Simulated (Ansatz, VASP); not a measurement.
Two plane-wave programs on AlAs

```
Al As
1.0
     0.00000    2.79108    2.79108
     2.79108    0.00000    2.79108
     2.79108    2.79108    0.00000
Al As
1 1
Direct
  0.00000 0.00000 0.00000
  0.75000 0.75000 0.75000
```

Change from the starting cell: mode 4 frozen in at +0.000 Å, equal normal strain along x, y and z -0.0083.

Alike in both runs: task single point; functional LDA; k mesh 8 × 8 × 8; occupations gaussian, width 0.05 eV; no spin polarisation.

|  | VASP | Ansatz |
| --- | --- | --- |
| version | VASP 6.6.1 | Ansatz 0.2.0 |
| potentials or method | VASP PAW LDA potentials, release 64 (Al, As), cutoff 500 eV | scalar-relativistic, plane waves, PAW |
| valence electrons in the cell | 8 | 18 |

|  | VASP | Ansatz | Ansatz less VASP |
| --- | --- | --- | --- |
| gap on the k mesh at the Fermi level (eV) | 1.27 | 1.28 | +0.015 |
| least direct gap on the mesh (eV) | 2.22 | 2.18 | -0.035 |
| pressure (GPa) | 2.4 | 2.0 | -0.40 |

Ansatz warns that its potentials were made for another functional, while VASP's fit it. LDA's correlation is that of Perdew and Zunger in VASP and of Perdew and Wang (1992) in Ansatz. VASP's potentials hold 8 valence electrons a cell and Ansatz's 18, so a difference there can come from the potentials and not from the codes.
